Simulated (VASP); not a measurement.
Wanted: the native input for a VASP 6.6.1 run.

```
Task                   : single point
Functional             : PBEsol
Potentials or basis    : VASP PAW PBE potentials, release 64 (W_sv)
Cutoff                 : 500 eV
k mesh                 : 16 × 16 × 16
Occupations            : methfessel-paxton, width 0.1 eV
Spin                   : no spin polarisation
Dipole correction      : no
Further INCAR settings : ALGO = Normal; EDIFF = 1e-06; NBANDS = 21
```

The structure of W lies in POSCAR:

```
W
1.0
    3.1227846954      0.0000000000      0.0000000000
    0.0000000000      3.1227846954      0.0000000000
    0.0000000000      0.0000000000      3.1227846954
W
2
Direct
    0.0000000000      0.0000000000      0.0000000000
    0.5000000000      0.5000000000      0.5000000000
```

These files were run (other wordings do the same):

INCAR

```
SYSTEM = W
PREC = Accurate
ENCUT = 500
EDIFF = 1E-6
ISMEAR = 1
SIGMA = 0.1
LREAL = .False.
LASPH = .True.
NELM = 120
ALGO = Normal
ISIF = 2
LWAVE = .False.
LCHARG = .True.
GGA = PS
LELF = .True.
LVHAR = .True.
NBANDS = 21
GGA_COMPAT = .False.
```

KPOINTS

```
Automatic mesh
0
Gamma
  16 16 16
  0 0 0
```

Potentials or basis: VASP PAW PBE potentials, release 64 (W_sv).

The run is started by

```console
$ cat potpaw_PBE.64/W_sv/POTCAR > POTCAR
$ mpirun -np 1 vasp_std > vasp.out
```

Results of the run:

```json
{
 "Pressure": "11.1 GPa",
 "Band gap on the k mesh": "zero (band 14 reaches 12.71 eV, above the bottom of band 15 at 11.30 eV)"
}
```

Caveat: the PAW data sets were made with another functional, which shifts forces and pressure a little; spin-orbit coupling is left out, which moves the levels of the heavy elements.

Run time: 58 s on 1 thread of Intel Xeon 8259CL, with other jobs on the host, peak memory 0.2 GiB.
